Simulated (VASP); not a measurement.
Here is a VASP 6.6.1 calculation.

INCAR

```
ALGO = Normal ; EDIFF = 1E-6
ENCUT = 520 ; GGA = PS
ISIF = 2 ; ISMEAR = 0
LASPH = True ; LCHARG = True
LELF = True ; LREAL = False
LVHAR = True ; LWAVE = False
NBANDS = 38 ; NELM = 100
PREC = Accurate ; SIGMA = 0.15
```

The input KPOINTS:

```
k-points
0
Gamma
  9 9 6
```

Contents of POSCAR:

```
TaSi2
1.0
    4.7613605622      0.0000000000      0.0000000000
   -2.3806802811      4.1234592035      0.0000000000
    0.0000000000      0.0000000000      6.5581204410
Ta Si
3 6
Direct
    0.2752743179      0.0000000000     -0.0978939020
    0.5000000000      0.5000000000      0.6666666667
    0.0000000000      0.5000000000      0.3333333333
    0.1592624125      0.3185248251      0.0000000000
    0.8407375875      0.1592624125      0.6666666667
    0.6814751749      0.8407375875      0.3333333333
    0.8407375875      0.6814751749      0.0000000000
    0.1592624125      0.8407375875      0.6666666667
    0.3185248251      0.1592624125      0.3333333333
```

Potentials or basis: VASP PAW PBE potentials, release 64 (Ta_pv, Si).

Run with:

```console
$ cat potpaw_PBE.64/Ta_pv/POTCAR potpaw_PBE.64/Si/POTCAR > POTCAR
$ mpirun -np 1 vasp_std > vasp.out
```

Task: Estimate the pressure.

Result: 46.8 GPa.

Task: Predict the largest force.

Result: 33.445 eV/Å.

Stress tensor (GPa, compression positive):
```
25.38  4.00 -8.54
 4.00 42.03 21.14
-8.54 21.14 73.00
```

Caveat: the cell differs from its parent crystal (atom 1 (Ta) moved by -1.070 Å along [1 0 0] and -0.642 Å along [0 0 1]); the PAW data sets were made with another functional, which shifts forces and pressure a little.
